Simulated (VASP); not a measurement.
# CsH in VASP: notebook

The runs below take CsH through single point, with LDA.

All numbers are computed with VASP 6.6.1; they aren't measurements. Logs are shortened: lines on timing, memory, paths and dates and some standing lists are left out, and cuts for length are marked.

**1. The cell of the first run**

Symmetry: Fm-3m, No. 225, cubic system. Conventional cell: a = 6.631 Å, b = 6.631 Å, c = 6.631 Å, α = 90.00°, β = 90.00°, γ = 90.00°. Within 4.4 Å of Cs (site symmetry m-3m) lie 6 H at 3.32 Å. H (site symmetry m-3m) has 6 Cs at 3.32 Å within 4.4 Å.

**2. Single point, LDA (strain +0.040 along x and y, +0.040 along z)**

INCAR reads:

```
SYSTEM = CsH
ALGO     = Normal         ! electronic algorithm
EDIFF    = 1E-6           ! SCF threshold, eV
ENCUT    = 520            ! plane-wave cutoff, eV
GGA      = CA             ! functional
ISIF     = 2              ! what is computed and relaxed
ISMEAR   = 0              ! smearing method
LASPH    = .True.         ! aspherical terms in the spheres
LCHARG   = .False.        ! write CHGCAR
LREAL    = .False.        ! projectors in reciprocal space
LWAVE    = .False.        ! write WAVECAR
NBANDS   = 12             ! bands
NELM     = 80             ! most SCF steps
PREC     = Accurate       ! precision mode
SIGMA    = 0.05           ! smearing width, eV
```

KPOINTS reads:

```
k-points
0
Gamma
  8 8 8
  0 0 0
```

POSCAR reads:

```
CsH
1.0
    0.0000000000      3.3155200000      3.3155200000
    3.3155200000      0.0000000000      3.3155200000
    3.3155200000      3.3155200000      0.0000000000
Cs H
1 1
Direct
    0.0000000000      0.0000000000      0.0000000000
    0.5000000000      0.5000000000      0.5000000000
```

Potentials or basis: VASP PAW LDA potentials, release 64 (Cs_sv, H).

Launch:

```sh
$ cat potpaw_LDA.64/Cs_sv/POTCAR potpaw_LDA.64/H/POTCAR > POTCAR
$ mpirun -np 1 vasp_std > vasp.out
```

OUTCAR:

```text
SYSTEM = CsH
   EDIFF = 1E-6
   ENCUT = 520
   GGA = CA
   ISIF = 2
   ISMEAR = 0
   LASPH = .True.
   LREAL = .False.
   NELM = 80
   PREC = Accurate

 ion  position               nearest neighbor table
   1  0.000  0.000  0.000-
   2  0.500  0.500  0.500-

  LATTYP: Found a face centered cubic cell.
 ALAT       =     6.6310400000

  Lattice vectors:

 A1 = (   0.0000000000,   3.3155200000,   3.3155200000)
 A2 = (   3.3155200000,   0.0000000000,   3.3155200000)
 A3 = (   3.3155200000,   3.3155200000,   0.0000000000)

Analysis of symmetry for initial positions (statically):
[... 5 lines left out ...]
 face centered cubic supercell.

 Subroutine GETGRP returns: Found 48 space group operations
 (whereof 48 operations were pure point group operations)
 out of a pool of 48 trial point group operations.

The static configuration has the point symmetry O_h .

Analysis of symmetry for dynamics (positions and initial velocities):
[... 5 lines left out ...]
 face centered cubic supercell.

 Subroutine GETGRP returns: Found 48 space group operations
 (whereof 48 operations were pure point group operations)
 out of a pool of 48 trial point group operations.

The dynamic configuration has the point symmetry O_h .

 Subroutine INISYM returns: Found 48 space group operations
 (whereof 48 operations are pure point group operations),
 and found     1 'primitive' translations

----------------------------------------------------------------------------------------

                                     Primitive cell

  volume of cell :      72.8929

  direct lattice vectors                    reciprocal lattice vectors
     0.000000000  3.315520000  3.315520000    -0.150805907  0.150805907  0.150805907
     3.315520000  0.000000000  3.315520000     0.150805907 -0.150805907  0.150805907
     3.315520000  3.315520000  0.000000000     0.150805907  0.150805907 -0.150805907

  length of vectors
     4.688853350  4.688853350  4.688853350     0.261203493  0.261203493  0.261203493

  position of ions in fractional coordinates (direct lattice)
     0.000000000  0.000000000  0.000000000
     0.500000000  0.500000000  0.500000000

  ion indices of the primitive-cell ions
   primitive index   ion index
                 1           1
                 2           2

----------------------------------------------------------------------------------------

 KPOINTS: k-points

Automatic generation of k-mesh.
 Grid dimensions read from file:
 generate k-points for:    8    8    8

 Generating k-lattice:

  Cartesian coordinates                     Fractional coordinates (reciprocal lattice)
    -0.018850738  0.018850738  0.018850738     0.125000000  0.000000000  0.000000000
     0.018850738 -0.018850738  0.018850738     0.000000000  0.125000000  0.000000000
     0.018850738  0.018850738 -0.018850738     0.000000000  0.000000000  0.125000000

  Length of vectors
     0.032650437  0.032650437  0.032650437

  Shift w.r.t. Gamma in fractional coordinates (k-lattice)
     0.000000000  0.000000000  0.000000000

 Subroutine IBZKPT returns following result:
 ===========================================

 Found     29 irreducible k-points:

 Following reciprocal coordinates:
            Coordinates               Weight
  0.000000  0.000000  0.000000      1.000000
  0.125000  0.000000  0.000000      8.000000
  0.250000  0.000000  0.000000      8.000000
  0.375000  0.000000  0.000000      8.000000
  0.500000  0.000000  0.000000      4.000000
  0.125000  0.125000  0.000000      6.000000
[... 16 lines left out ...]
  0.500000  0.250000  0.125000     48.000000
 -0.375000  0.250000  0.125000     24.000000
 [... further k-points ...]
   k-points           NKPTS =     29   k-points in BZ     NKDIM =     29   number of bands    NBANDS=     12
   number of dos      NEDOS =    301   number of ions     NIONS =      2
   total plane-waves  NPLWV =  46656
   dimension x,y,z NGX =    36 NGY =   36 NGZ =   36
   dimension x,y,z NGXF=    72 NGYF=   72 NGZF=   72
   ions per type =               1   1
   NGX,Y,Z   is equivalent  to a cutoff of  12.76, 12.76, 12.76 a.u.
   NGXF,Y,Z  is equivalent  to a cutoff of  25.53, 25.53, 25.53 a.u.
 SYSTEM =  CsH
   PREC   = accura    normal or accurate (medium, high low for compatibility)
   ISTART =      0    job   : 0-new  1-cont  2-samecut
   ICHARG =      2    charge: 1-file 2-atom 10-const
   ISPIN  =      1    spin polarized calculation?
   LNONCOLLINEAR =      F non collinear calculations
   LSORBIT =      F    spin-orbit coupling
   LASPH  =      T    aspherical Exc in radial PAW
   ENCUT  =  520.0 eV  38.22 Ry    6.18 a.u.   8.72  8.72  8.72*2*pi/ulx,y,z
   NELM   =     80;   NELMIN=  2; NELMDL= -5     # of ELM steps
   EDIFF  = 0.1E-05   stopping-criterion for ELM
   LREAL  =      F    real-space projection
   EDIFFG = 0.1E-04   stopping-criterion for IOM
   NSW    =      0    number of steps for IOM
   IBRION =     -1    ionic relax: 0-MD 1-quasi-New 2-CG
   NFREE  =      0    steps in history (QN), initial steepest desc. (CG)
   ISIF   =      2    stress and relaxation
   ISYM   =      2    0-nonsym 1-usesym 2-fastsym
   POTIM  = 0.5000    time-step for ionic-motion
   TEBEG  =    0.0;   TEEND  =   0.0 temperature during run
   PSTRESS=    0.0 pullay stress
   NELECT =      10.0000    total number of electrons
   NUPDOWN=      -1.0000    fix difference up-down
   EMIN   =  10.00;   EMAX   =-10.00  energy-range for DOS
   EFERMI =   0.00;   METHOD = LEGACY
   ISMEAR =     0;   SIGMA  =   0.05  broadening in eV -4-tet -1-fermi 0-gaus
   EFERMI_NEDOS =   21; number of points for ismear=-14 and -15
   IALGO  =     38    algorithm
   IMIX   =      4    mixing-type and parameters
     AMIX     =   0.40;   BMIX     =  1.00
     AMIX_MAG =   1.60;   BMIX_MAG =  1.00
  volume/ion in A,a.u.               =      36.45       245.95
  Fermi-wavevector in a.u.,A,eV,Ry     =   0.844332  1.595556  9.699543  0.712896
  Thomas-Fermi vector in A             =   1.959343
   LORBIT       =      0    0 simple, 1 ext, 2 COOP (PROOUT), +10 PAW based schemes
   GGA     = CA    functional components
   LHFCALC =     F    Hartree Fock is set to
   AEXX    =    0.0000 exact exchange contribution
   IVDW    =     0    specifies the selected vdW correction
   LEPSILON=     F    determine dielectric tensor
   LRPA    =     F    only Hartree local field effects (RPA)
 non-spin polarized calculation
 Gauss-broadening in eV      SIGMA  =   0.05
  energy-cutoff  :      520.00
  volume of cell :       72.89
 maximum number of plane-waves:      1989
   NGX = 17   NGY = 17   NGZ = 17

 number of electron      10.0000000 magnetization

 number of electron       9.9999999 magnetization

 Free energy of the ion-electron system (eV)
  ---------------------------------------------------
  ext. energy  EPLUGINS =         0.00000000
  ---------------------------------------------------
  free energy    TOTEN  =        -4.81275360 eV

  energy without entropy =       -4.81275360  energy(sigma->0) =       -4.81275360

 E-fermi :  -0.2248     XC(G=0):  -7.1172

 val. band max:       -0.4936844804   @ k =   0.5000   0.0000   0.0000
 cond. band min:       1.5722830591   @ k =   0.5000   0.0000   0.0000
 fundamental gap:      2.0659675396
 Fermi energy:        -0.2248218469

 k-point     1 :       0.0000    0.0000    0.0000
  band No.  band energies     occupation
      1     -21.9272      2.00000
      2      -8.4764      2.00000
      3      -8.4764      2.00000
      4      -8.4764      2.00000
      5      -2.1178      2.00000
      6       4.4777      0.00000
      7       4.4777      0.00000
      8       4.4777      0.00000
      9       4.7658      0.00000
     10       6.0811      0.00000
     11       6.0811      0.00000
     12       7.8861      0.00000

 k-point     2 :       0.1250    0.0000    0.0000
  band No.  band energies     occupation
      1     -21.9200      2.00000
      2      -8.5775      2.00000
      3      -8.4869      2.00000
      4      -8.4869      2.00000
      5      -1.9089      2.00000
      6       3.9478      0.00000
      7       4.5791      0.00000
      8       4.5791      0.00000
      9       4.6937      0.00000
     10       5.8055      0.00000
     11       5.8055      0.00000
     12       8.4907      0.00000

 k-point     3 :       0.2500    0.0000    0.0000
  band No.  band energies     occupation
      1     -21.9028      2.00000
      2      -8.8049      2.00000
      3      -8.5120      2.00000
      4      -8.5120      2.00000
      5      -1.3890      2.00000
      6       2.8874      0.00000
      7       4.5162      0.00000
      8       4.5162      0.00000
      9       4.9131      0.00000
     10       5.8791      0.00000
     11       5.8791      0.00000
     12       9.7976      0.00000

 k-point     4 :       0.3750    0.0000    0.0000
  band No.  band energies     occupation
      1     -21.8854      2.00000
      2      -9.0129      2.00000
      3      -8.5368      2.00000
      4      -8.5368      2.00000
      5      -0.7985      2.00000
      6       1.9777      0.00000
      7       4.2134      0.00000
      8       4.2134      0.00000
      9       5.5380      0.00000
     10       6.6811      0.00000
     11       6.6811      0.00000
     12       9.3752      0.00000

 k-point     5 :       0.5000    0.0000    0.0000
  band No.  band energies     occupation
      1     -21.8782      2.00000
      2      -9.0944      2.00000
      3      -8.5470      2.00000
      4      -8.5470      2.00000
      5      -0.4937      2.00000
      6       1.5723      0.00000
      7       4.0838      0.00000
      8       4.0838      0.00000
      9       6.1315      0.00000
     10       7.3127      0.00000
     11       7.3127      0.00000
     12       8.3026      0.00000
[... 228 lines left out ...]
      1     -21.8626      2.00000
      2      -9.0102      2.00000
      3      -8.6793      2.00000
      4      -8.6793      2.00000
      5      -1.4117      2.00000
      6       2.5679      0.00000
      7       4.4130      0.00000
      8       6.8143      0.00000
      9       7.1398      0.00000
     10       7.1398      0.00000
     11       7.3714      0.00000
     12       7.7899      0.00000

 k-point    22 :       0.3750    0.2500    0.1250
  band No.  band energies     occupation
      1     -21.8900      2.00000
      2      -8.8508      2.00000
      3      -8.6208      2.00000
      4      -8.5471      2.00000
      5      -1.1967      2.00000
      6       3.0176      0.00000
      7       3.3114      0.00000
      8       4.9350      0.00000
      9       5.3479      0.00000
     10       6.1509      0.00000
     11       6.9750      0.00000
     12       9.6182      0.00000

 k-point    23 :       0.5000    0.2500    0.1250
  band No.  band energies     occupation
      1     -21.8761      2.00000
      2      -8.9569      2.00000
      3      -8.6837      2.00000
      4      -8.5797      2.00000
      5      -0.9084      2.00000
      6       2.5007      0.00000
      7       3.4736      0.00000
      8       4.7117      0.00000
      9       5.9351      0.00000
     10       6.7117      0.00000
     11       7.6585      0.00000
     12       8.5091      0.00000

 k-point    24 :      -0.3750    0.2500    0.1250
  band No.  band energies     occupation
      1     -21.8703      2.00000
      2      -9.0013      2.00000
      3      -8.7030      2.00000
      4      -8.5978      2.00000
      5      -0.7901      2.00000
      6       2.2778      0.00000
      7       3.6909      0.00000
      8       4.6137      0.00000
      9       6.4661      0.00000
     10       6.6083      0.00000
     11       7.8539      0.00000
     12       8.0229      0.00000

 [... further k-points ...]
[... 5 lines left out ...]
  --------------------------------------------------------------------------------------
  -------------------------------------------------------------------------------------
  Total       -0.8575917     -0.8575917     -0.8575917      0.0000000      0.0000000     -0.0000000
  in kB      -18.8497752    -18.8497752    -18.8497752      0.0000000      0.0000000     -0.0000000
  external PRESSURE =     -18.8497752 kB  Pullay stress =       0.0000000 kB

 VOLUME and BASIS-vectors are now :
 -----------------------------------------------------------------------------
  energy-cutoff  :      520.00
  volume of cell :       72.89
      direct lattice vectors                 reciprocal lattice vectors
     0.000000000  3.315520000  3.315520000    -0.150805907  0.150805907  0.150805907
     3.315520000  0.000000000  3.315520000     0.150805907 -0.150805907  0.150805907
     3.315520000  3.315520000  0.000000000     0.150805907  0.150805907 -0.150805907

 POSITION                                       TOTAL-FORCE (eV/Angst)
 -----------------------------------------------------------------------------------
      0.00000      0.00000      0.00000         0.000000     -0.000000      0.000000
      3.31552      3.31552      3.31552        -0.000000      0.000000     -0.000000
 -----------------------------------------------------------------------------------
    total drift:                               -0.000000      0.000000      0.000000

  FREE ENERGIE OF THE ION-ELECTRON SYSTEM (eV)
  ---------------------------------------------------
  free  energy   TOTEN  =        -4.8127535970 eV

  energy  without entropy=       -4.8127535970  energy(sigma->0) =       -4.81275360
```

Run time: 23 s. Hardware: 1 thread of Intel Xeon 6975P-C, shared host; peak memory 0.18 GiB.

Results:

- Free energy: -4.8128 eV
- Pressure: -1.9 GPa
- Band gap on the k mesh: 2.07 eV, direct

Caveat: the cell differs from its parent crystal (strain +0.040 along x and y, +0.040 along z); spin-orbit coupling is left out, which moves the levels of the heavy elements. A k mesh can miss the band edges.

**3. Single point, LDA (strain +0.080 along x and y, +0.080 along z)**

INCAR reads:

```
SYSTEM = CsH
  ALGO = Normal
  EDIFF = 1E-7
  ENCUT = 520
  ISIF = 2
  ISMEAR = 0
  LASPH = .True.
  LCHARG = .False.
  LREAL = .False.
  LWAVE = .False.
  NBANDS = 12
  NELM = 80
  PREC = Accurate
  SIGMA = 0.05
```

KPOINTS is that of step 2.

POSCAR reads:

```
CsH
1.0
    0.0000000000      3.4430400000      3.4430400000
    3.4430400000      0.0000000000      3.4430400000
    3.4430400000      3.4430400000      0.0000000000
Cs H
1 1
Direct
    0.0000000000      0.0000000000      0.0000000000
    0.5000000000      0.5000000000      0.5000000000
```

Potentials or basis: VASP PAW LDA potentials, release 64 (Cs_sv, H).

Launch:

```sh
$ cat potpaw_LDA.64/Cs_sv/POTCAR potpaw_LDA.64/H/POTCAR > POTCAR
$ mpirun -np 1 vasp_std > vasp.out
```

Wall time 23 s (1 thread of Intel Xeon 6975P-C, shared host); peak memory 0.18 GiB.

Results (log left out):

* Free energy: -4.7013 eV
* Pressure: -2.2 GPa
* Band gap on the k mesh: 2.14 eV, direct

Levels at points of the mesh, in eV from the valence-band top:
```csv
k point,band 3,band 4,band 5,band 6,band 7,band 8
"(0.00, 0.00, 0.00)",-8.10,-8.10,-1.41,4.88,4.92,4.92
"(0.50, 0.00, 0.00)",-8.16,-8.16,0.00,2.14,4.56,4.56
"(0.50, 0.50, 0.00)",-8.25,-8.25,-0.69,3.20,4.56,6.79
```

Caveat: the cell differs from its parent crystal (strain +0.080 along x and y, +0.080 along z); spin-orbit coupling is left out, which moves the levels of the heavy elements.

**4. Single point, LDA (strain -0.080 along x and y, -0.040 along z)**

INCAR reads:

```
  PREC = Accurate
  ENCUT = 520
  EDIFF = 1E-6
  ISMEAR = 0
  SIGMA = 0.05
  LREAL = False
  LASPH = True
  NELM = 80
  ALGO = Normal
  ISIF = 2
  LWAVE = False
  LCHARG = True
  LELF = True
  LVHAR = True
  NBANDS = 12
```

KPOINTS reads:

```
Automatic mesh
0
Gamma
  8 8 8
```

POSCAR reads:

```
CsH
1.0
    0.0000000000      2.9329600000      3.0604800000
    2.9329600000      0.0000000000      3.0604800000
    2.9329600000      2.9329600000      0.0000000000
Cs H
1 1
Direct
    0.0000000000      0.0000000000      0.0000000000
    0.5000000000      0.5000000000      0.5000000000
```

Launch:

```sh
$ cat potpaw_LDA.64/Cs_sv/POTCAR potpaw_LDA.64/H/POTCAR > POTCAR
$ mpirun -np 1 vasp_std > vasp.out
```

It took 26 s on 1 thread of Intel Xeon 6975P-C, shared host; peak memory 0.17 GiB.

Results (log left out):

```yaml
Free_energy: -4.8999 eV
Pressure: 1.2 GPa
Band_gap_on_the_k_mesh: 1.56 eV, direct
```

Stress tensor (GPa, compression positive):
```
 1.77  0.00  0.00
 0.00  1.77  0.00
 0.00  0.00 -0.01
```

Levels at points of the mesh, in eV from the valence-band top:
```csv
k point,band 3,band 4,band 5,band 6,band 7,band 8
"(0.00, 0.00, 0.00)",-7.84,-7.84,-2.37,4.70,4.95,4.95
"(0.50, 0.00, 0.00)",-8.07,-7.96,0.00,1.56,4.18,4.53
"(0.50, 0.50, 0.00)",-8.27,-8.27,-1.94,2.38,5.87,8.87
"(0.50, 0.00, 0.50)",-8.41,-8.35,-1.96,2.25,6.30,8.46
```

Caveat: the cell differs from its parent crystal (strain -0.080 along x and y, -0.040 along z); spin-orbit coupling is left out, which moves the levels of the heavy elements.

**5. The runs side by side**

| cell | gap on the mesh (eV) | pressure (GPa) |
| --- | --- | --- |
| a = 4.689 Å, angles 60.0°, 2 atoms | 2.07 | -1.9 |
| a = 4.869 Å, angles 60.0°, 2 atoms | 2.14 | -2.2 |
| a = 4.239, b = 4.239, c = 4.148 Å, angles 60.7, 60.7, 58.6°, 2 atoms | 1.56 | 1.2 |

Alike in all rows: task single point; level LDA; potentials or basis VASP PAW LDA potentials, release 64 (Cs_sv, H); no spin polarisation; k mesh 8 × 8 × 8; cutoff (eV) 520; smearing gaussian 0.05 eV.

Caveats: spin-orbit coupling is left out, which moves the levels of the heavy elements.

Total energies depend on the potentials used, so only differences within one code and one set of settings carry meaning.
